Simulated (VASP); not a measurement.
# Ta2C (P-31m) in VASP: single point with PBEsol

Aim: the single point of Ta2C with PBEsol.

All numbers are computed with VASP 6.6.1; they aren't measurements. Logs are shortened: lines on timing, memory, paths and dates and some standing lists are left out, and cuts for length are marked.

## Step 1: The cell of the first run

It takes space group P-31m (No. 162, trigonal). The conventional cell has a = 5.307 Å, b = 5.307 Å, c = 4.953 Å, α = 90.00°, β = 90.00°, γ = 120.00°. Within 2.8 Å of Ta (site symmetry m) lie 3 C at 2.15 to 2.17 Å. C (site symmetry 32) has 6 Ta at 2.17 Å within 2.9 Å. C (site symmetry -3m) has 6 Ta at 2.15 Å within 2.8 Å.

## Step 2: Single point, PBEsol

Contents of INCAR:

```
  ALGO = Normal
  EDIFF = 1E-6
  ENCUT = 600
  GGA = PS
  GGA_COMPAT = False
  ISIF = 2
  ISMEAR = 0
  LASPH = True
  LCHARG = True
  LELF = True
  LREAL = False
  LVHAR = True
  LWAVE = False
  NBANDS = 49
  NELM = 120
  PREC = Accurate
  SIGMA = 0.1
```

Contents of KPOINTS:

```
k-points
0
Gamma
  6 6 4
```

Contents of POSCAR:

```
Ta2C
1.0
    5.3073791031      0.0000000000      0.0000000000
   -2.6536895516      4.5963251308      0.0000000000
    0.0000000000      0.0000000000      4.9529939197
Ta C
6 3
Direct
    0.6668041045      0.6668041045      0.7527922812
    0.0000000000      0.3331958955      0.7527922812
    0.3331958955      0.0000000000      0.7527922812
    0.3331958955      0.3331958955      0.2472077188
    0.0000000000      0.6668041045      0.2472077188
    0.6668041045      0.0000000000      0.2472077188
    0.6666666667      0.3333333333      0.5000000000
    0.3333333333      0.6666666667      0.5000000000
    0.0000000000      0.0000000000      0.0000000000
```

Potentials or basis: VASP PAW PBE potentials, release 64 (Ta_pv, C).

On the command line:

```bash
$ cat potpaw_PBE.64/Ta_pv/POTCAR potpaw_PBE.64/C/POTCAR > POTCAR
$ mpirun -np 1 vasp_std > vasp.out
```

OUTCAR:

```text
EDIFF = 1E-6
   ENCUT = 600
   GGA = PS
   ISIF = 2
   ISMEAR = 0
   LASPH = True
   LREAL = False
   NELM = 120
   PREC = Accurate

 ion  position               nearest neighbor table
   1  0.667  0.667  0.753-   9 2.15   8 2.17   7 2.17   5 3.02   6 3.02   4 3.02   3 3.06   2 3.06
                             2 3.06   3 3.06   3 3.06   2 3.06   5 3.07   6 3.07   4 3.07
   2  0.000  0.333  0.753-   9 2.15   7 2.17   8 2.17   6 3.02   4 3.02   5 3.02   1 3.06   3 3.06
                             1 3.06   3 3.06   3 3.06   1 3.06   6 3.07   4 3.07   5 3.07
   3  0.333  0.000  0.753-   9 2.15   8 2.17   7 2.17   5 3.02   4 3.02   6 3.02   1 3.06   2 3.06
                             2 3.06   1 3.06   2 3.06   1 3.06   5 3.07   4 3.07   6 3.07
   4  0.333  0.333  0.247-   9 2.15   7 2.17   8 2.17   2 3.02   3 3.02   1 3.02   6 3.06   5 3.06
                             5 3.06   6 3.06   6 3.06   5 3.06   2 3.07   3 3.07   1 3.07
   5  0.000  0.667  0.247-   9 2.15   8 2.17   7 2.17   3 3.02   1 3.02   2 3.02   4 3.06   6 3.06
                             4 3.06   6 3.06   6 3.06   4 3.06   3 3.07   1 3.07   2 3.07
   6  0.667  0.000  0.247-   9 2.15   7 2.17   8 2.17   2 3.02   1 3.02   3 3.02   4 3.06   5 3.06
                             5 3.06   4 3.06   5 3.06   4 3.06   2 3.07   1 3.07   3 3.07
   7  0.667  0.333  0.500-   2 2.17   6 2.17   3 2.17   5 2.17   4 2.17   1 2.17
   8  0.333  0.667  0.500-   5 2.17   3 2.17   6 2.17   2 2.17   1 2.17   4 2.17
   9  0.000  0.000  0.000-   1 2.15   4 2.15   3 2.15   6 2.15   5 2.15   2 2.15

  LATTYP: Found a hexagonal cell.
 ALAT       =     5.3073791031
 C/A-ratio  =     0.9332278368

  Lattice vectors:

 A1 = (   5.3073791031,   0.0000000000,   0.0000000000)
 A2 = (  -2.6536895516,   4.5963251308,   0.0000000000)
 A3 = (   0.0000000000,   0.0000000000,   4.9529939197)

Analysis of symmetry for initial positions (statically):
=====================================================================
 Subroutine PRICEL returns:
 Original cell was already a primitive cell.

 Routine SETGRP: Setting up the symmetry group for a
 hexagonal supercell.

 Subroutine GETGRP returns: Found 12 space group operations
 (whereof 12 operations were pure point group operations)
 out of a pool of 24 trial point group operations.

The static configuration has the point symmetry D_3d.

Analysis of symmetry for dynamics (positions and initial velocities):
=====================================================================
 Subroutine PRICEL returns:
 Original cell was already a primitive cell.

 Routine SETGRP: Setting up the symmetry group for a
 hexagonal supercell.

 Subroutine GETGRP returns: Found 12 space group operations
 (whereof 12 operations were pure point group operations)
 out of a pool of 24 trial point group operations.

The dynamic configuration has the point symmetry D_3d.

 Subroutine INISYM returns: Found 12 space group operations
 (whereof 12 operations are pure point group operations),
 and found     1 'primitive' translations

----------------------------------------------------------------------------------------

                                     Primitive cell

  volume of cell :     120.8255

  direct lattice vectors                    reciprocal lattice vectors
     5.307379103  0.000000000  0.000000000     0.188416916  0.108782557  0.000000000
    -2.653689552  4.596325131  0.000000000     0.000000000  0.217565114  0.000000000
     0.000000000  0.000000000  4.952993920     0.000000000  0.000000000  0.201898088

  length of vectors
     5.307379103  5.307379103  4.952993920     0.217565114  0.217565114  0.201898088

  position of ions in fractional coordinates (direct lattice)
     0.666804105  0.666804105  0.752792281
     0.000000000  0.333195895  0.752792281
     0.333195895  0.000000000  0.752792281
     0.333195895  0.333195895  0.247207719
     0.000000000  0.666804105  0.247207719
     0.666804105  0.000000000  0.247207719
     0.666666667  0.333333333  0.500000000
     0.333333333  0.666666667  0.500000000
     0.000000000  0.000000000  0.000000000

  ion indices of the primitive-cell ions
   primitive index   ion index
                 1           1
                 2           2
                 3           3
                 4           4
                 5           5
                 6           6
                 7           7
                 8           8
                 9           9

----------------------------------------------------------------------------------------

 KPOINTS: k-points

Automatic generation of k-mesh.
 Grid dimensions read from file:
 generate k-points for:    6    6    4

 Generating k-lattice:

  Cartesian coordinates                     Fractional coordinates (reciprocal lattice)
     0.031402819  0.018130426  0.000000000     0.166666667  0.000000000  0.000000000
     0.000000000  0.036260852  0.000000000     0.000000000  0.166666667  0.000000000
     0.000000000  0.000000000  0.050474522     0.000000000  0.000000000  0.250000000

  Length of vectors
     0.036260852  0.036260852  0.050474522

  Shift w.r.t. Gamma in fractional coordinates (k-lattice)
     0.000000000  0.000000000  0.000000000

 Subroutine IBZKPT returns following result:
 ===========================================

 Found     24 irreducible k-points:

 Following reciprocal coordinates:
            Coordinates               Weight
  0.000000  0.000000  0.000000      1.000000
  0.166667  0.000000  0.000000      6.000000
  0.333333  0.000000  0.000000      6.000000
  0.500000  0.000000  0.000000      3.000000
  0.166667  0.166667  0.000000      6.000000
  0.333333  0.166667  0.000000     12.000000
[... 16 lines left out ...]
  0.333333  0.166667  0.500000     12.000000
  0.333333  0.333333  0.500000      2.000000
   k-points           NKPTS =     24   k-points in BZ     NKDIM =     24   number of bands    NBANDS=     49
   number of dos      NEDOS =    301   number of ions     NIONS =      9
   total plane-waves  NPLWV =  70560
   dimension x,y,z NGX =    42 NGY =   42 NGZ =   40
   dimension x,y,z NGXF=    84 NGYF=   84 NGZF=   80
   ions per type =               6   3
   NGX,Y,Z   is equivalent  to a cutoff of  13.16, 13.16, 13.43 a.u.
   NGXF,Y,Z  is equivalent  to a cutoff of  26.31, 26.31, 26.85 a.u.
 SYSTEM =  unknown system
   PREC   = accura    normal or accurate (medium, high low for compatibility)
   ISTART =      0    job   : 0-new  1-cont  2-samecut
   ICHARG =      2    charge: 1-file 2-atom 10-const
   ISPIN  =      1    spin polarized calculation?
   LNONCOLLINEAR =      F non collinear calculations
   LSORBIT =      F    spin-orbit coupling
   LASPH  =      T    aspherical Exc in radial PAW
   ENCUT  =  600.0 eV  44.10 Ry    6.64 a.u.  10.60 10.60  9.89*2*pi/ulx,y,z
   NELM   =    120;   NELMIN=  2; NELMDL= -5     # of ELM steps
   EDIFF  = 0.1E-05   stopping-criterion for ELM
   LREAL  =      F    real-space projection
   EDIFFG = 0.1E-04   stopping-criterion for IOM
   NSW    =      0    number of steps for IOM
   IBRION =     -1    ionic relax: 0-MD 1-quasi-New 2-CG
   NFREE  =      0    steps in history (QN), initial steepest desc. (CG)
   ISIF   =      2    stress and relaxation
   ISYM   =      2    0-nonsym 1-usesym 2-fastsym
   POTIM  = 0.5000    time-step for ionic-motion
   TEBEG  =    0.0;   TEEND  =   0.0 temperature during run
   PSTRESS=    0.0 pullay stress
   NELECT =      78.0000    total number of electrons
   NUPDOWN=      -1.0000    fix difference up-down
   EMIN   =  10.00;   EMAX   =-10.00  energy-range for DOS
   EFERMI =   0.00;   METHOD = LEGACY
   ISMEAR =     0;   SIGMA  =   0.10  broadening in eV -4-tet -1-fermi 0-gaus
   EFERMI_NEDOS =   21; number of points for ismear=-14 and -15
   IALGO  =     38    algorithm
   IMIX   =      4    mixing-type and parameters
     AMIX     =   0.40;   BMIX     =  1.00
     AMIX_MAG =   1.60;   BMIX_MAG =  1.00
  volume/ion in A,a.u.               =      13.43        90.60
  Fermi-wavevector in a.u.,A,eV,Ry     =   1.414882  2.673739 27.237373  2.001890
  Thomas-Fermi vector in A             =   2.536378
   LORBIT       =      0    0 simple, 1 ext, 2 COOP (PROOUT), +10 PAW based schemes
   GGA     = PS    functional components
   LHFCALC =     F    Hartree Fock is set to
   AEXX    =    0.0000 exact exchange contribution
   IVDW    =     0    specifies the selected vdW correction
   LEPSILON=     F    determine dielectric tensor
   LRPA    =     F    only Hartree local field effects (RPA)
 non-spin polarized calculation
 Gauss-broadening in eV      SIGMA  =   0.10
  energy-cutoff  :      600.00
  volume of cell :      120.83
 maximum number of plane-waves:      4062
   NGX = 21   NGY = 21   NGZ = 19

 number of electron      78.0000001 magnetization

 Free energy of the ion-electron system (eV)
  ---------------------------------------------------
  ext. energy  EPLUGINS =         0.00000000
  ---------------------------------------------------
  free energy    TOTEN  =      -109.61621640 eV

  energy without entropy =     -109.59554361  energy(sigma->0) =     -109.60588000

 E-fermi :   6.4481     XC(G=0): -13.0009

 val. band max:        6.4353120439   @ k =   0.1667   0.0000   0.0000
 cond. band min:       6.4678079195   @ k =   0.0000   0.0000   0.0000
 fundamental gap:      0.0324958756
 Fermi energy:         6.4480518994

 k-point     1 :       0.0000    0.0000    0.0000
  band No.  band energies     occupation
      1     -28.2012      2.00000
      2     -27.9417      2.00000
      3     -27.8208      2.00000
      4     -27.7559      2.00000
      5     -27.7559      2.00000
      6     -27.7429      2.00000
[... 41 lines left out ...]
     48      10.2772      0.00000
     49      10.7822      0.00000

 k-point     2 :       0.1667    0.0000    0.0000
  band No.  band energies     occupation
      1     -28.1772      2.00000
      2     -27.9629      2.00000
      3     -27.8565      2.00000
      4     -27.8171      2.00000
      5     -27.7872      2.00000
      6     -27.7161      2.00000
[... 41 lines left out ...]
     48      10.1729      0.00000
     49      10.2574      0.00000

 k-point     3 :       0.3333    0.0000    0.0000
  band No.  band energies     occupation
      1     -28.1192      2.00000
      2     -27.9844      2.00000
      3     -27.8552      2.00000
      4     -27.8246      2.00000
      5     -27.8159      2.00000
      6     -27.7769      2.00000
[... 41 lines left out ...]
     48      10.3983      0.00000
     49      11.0079      0.00000

 k-point     4 :       0.5000    0.0000    0.0000
  band No.  band energies     occupation
      1     -28.0930      2.00000
      2     -27.9434      2.00000
      3     -27.8841      2.00000
      4     -27.8763      2.00000
      5     -27.7751      2.00000
      6     -27.7120      2.00000
[... 977 lines left out ...]
     48       9.8803      0.00000
     49      10.6218      0.00000

 k-point    23 :       0.3333    0.1667    0.5000
  band No.  band energies     occupation
      1     -28.0733      2.00000
      2     -28.0710      2.00000
      3     -27.9523      2.00000
      4     -27.9085      2.00000
      5     -27.7909      2.00000
      6     -27.7580      2.00000
[... 41 lines left out ...]
     48      10.0446      0.00000
     49      10.4995      0.00000

 k-point    24 :       0.3333    0.3333    0.5000
  band No.  band energies     occupation
      1     -28.0359      2.00000
      2     -28.0065      2.00000
      3     -28.0065      2.00000
      4     -27.8799      2.00000
      5     -27.8799      2.00000
      6     -27.8042      2.00000
[... 41 lines left out ...]
     48      10.0074      0.00000
     49      10.3097      0.00000

------------------------ aborting loop because EDIFF is reached ----------------------------------------

  FORCE on cell =-STRESS in cart. coord.  units (eV):
  Direction    XX          YY          ZZ          XY          YZ          ZX
  --------------------------------------------------------------------------------------
  -------------------------------------------------------------------------------------
  Total        4.7376431      4.7376431     -0.6018613     -0.0000000      0.0000000      0.0000000
  in kB       62.8223637     62.8223637     -7.9808350     -0.0000000      0.0000000      0.0000000
  external PRESSURE =      39.2212974 kB  Pullay stress =       0.0000000 kB

 VOLUME and BASIS-vectors are now :
 -----------------------------------------------------------------------------
  energy-cutoff  :      600.00
  volume of cell :      120.83
      direct lattice vectors                 reciprocal lattice vectors
     5.307379103  0.000000000  0.000000000     0.188416916  0.108782557  0.000000000
    -2.653689552  4.596325131  0.000000000     0.000000000  0.217565114  0.000000000
     0.000000000  0.000000000  4.952993920     0.000000000  0.000000000  0.201898088

 POSITION                                       TOTAL-FORCE (eV/Angst)
 -----------------------------------------------------------------------------------
      1.76949      3.06485      3.72858        -0.283549     -0.491122     -0.338771
     -0.88420      1.53148      3.72858        -0.283549      0.491122     -0.338771
      1.76840      0.00000      3.72858         0.567099      0.000000     -0.338771
      0.88420      1.53148      1.22442         0.283549      0.491122      0.338771
     -1.76949      3.06485      1.22442         0.283549     -0.491122      0.338771
      3.53898      0.00000      1.22442        -0.567099      0.000000      0.338771
      2.65369      1.53211      2.47650         0.000000      0.000000     -0.000000
     -0.00000      3.06422      2.47650         0.000000      0.000000     -0.000000
      0.00000      0.00000      0.00000         0.000000      0.000000     -0.000000
 -----------------------------------------------------------------------------------
    total drift:                               -0.000000      0.000000      0.000000

  FREE ENERGIE OF THE ION-ELECTRON SYSTEM (eV)
  ---------------------------------------------------
  free  energy   TOTEN  =      -109.6162163965 eV

  energy  without entropy=     -109.5955436107  energy(sigma->0) =     -109.60588000
```

It took 3.1 min on 1 thread of AMD EPYC 7R43 (Zen 3), shared host; peak memory 0.28 GiB.

Results:

| Quantity | Value |
| --- | --- |
| Free energy | -109.6162 eV |
| Pressure | 3.9 GPa |
| Largest force | 0.661 eV/Å |
| Band gap on the k mesh | zero (bands 39 and 40 overlap by 1.05 eV) |

Forces in eV/Å, atoms in the order of the input:
```
Ta  -0.284 -0.491 -0.339
Ta  -0.284  0.491 -0.339
Ta   0.567  0.000 -0.339
Ta   0.284  0.491  0.339
Ta   0.284 -0.491  0.339
Ta  -0.567  0.000  0.339
C    0.000  0.000  0.000
C    0.000  0.000  0.000
C    0.000  0.000  0.000
```

Levels at points of the mesh, in eV from the Fermi level:
```
           k point  band 37  band 38  band 39  band 40  band 41  band 42
(0.00, 0.00, 0.00)    -0.59     0.02     0.53     0.53     0.70     0.70
(0.50, 0.00, 0.00)    -1.04    -1.01    -0.36     1.36     1.56     1.77
(0.00, 0.00, 0.50)    -0.91    -0.88    -0.52    -0.52     0.11     1.56
(0.50, 0.00, 0.50)    -1.26    -0.19    -0.05     0.61     0.93     1.08
```

Caveat: the cell stands under pressure; the PAW data sets were made with another functional, which shifts forces and pressure a little; spin-orbit coupling is left out, which moves the levels of the heavy elements.
